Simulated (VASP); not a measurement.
Runs of VASP 6.6.1 on BaZrO3. The structure is that of space group Pm-3m (No. 221), or close to it. The cells are those of the table. 

| task | level | spin | cell | k mesh | grid for exact exchange (PRECFOCK) | share of exact exchange | screening parameter | gap on the mesh (eV) | pressure (GPa) | moment (μB) |
| --- | --- | --- | --- | --- | --- | --- | --- | --- | --- | --- |
| single point | HSE06 | off | a = 4.037 Å, 5 atoms | 4 × 4 × 4 | Fast | 0.25 | 0.2079 1/Å | (b) | 25.5 | - |
| dielectric tensor | r2SCAN | off | a = 4.289 Å, 5 atoms | 6 × 6 × 6 | - | - | - | 3.52 | - | - |
| single point | r2SCAN | non-collinear, zero start, SOC | a = 4.163 Å, 5 atoms | 6 × 6 × 6 | - | - | - | - | 6.4 | 0.00 |
| single point | r2SCAN | non-collinear, zero start, SOC | a = 4.247 Å, 5 atoms | 6 × 6 × 6 | - | - | - | - | (a) | 0.00 |

Alike in all rows: potentials or basis VASP PAW PBE potentials, release 64 (Ba_sv, Zr_sv, O); cutoff (eV) 520; smearing gaussian 0.01 eV.

Q: Estimate the missing entries.

A: (a) -3.7; (b) 4.93.

Caveats: the PAW data sets were made with another functional, which shifts forces and pressure a little; the cell stands under pressure (at least some runs); spin-orbit coupling is left out, which moves the levels of the heavy elements (at least some runs); the cell stands under tension (at least some runs).

A k mesh can miss the band edges, and rows without SOC leave out spin-orbit coupling on Ba, Zr.
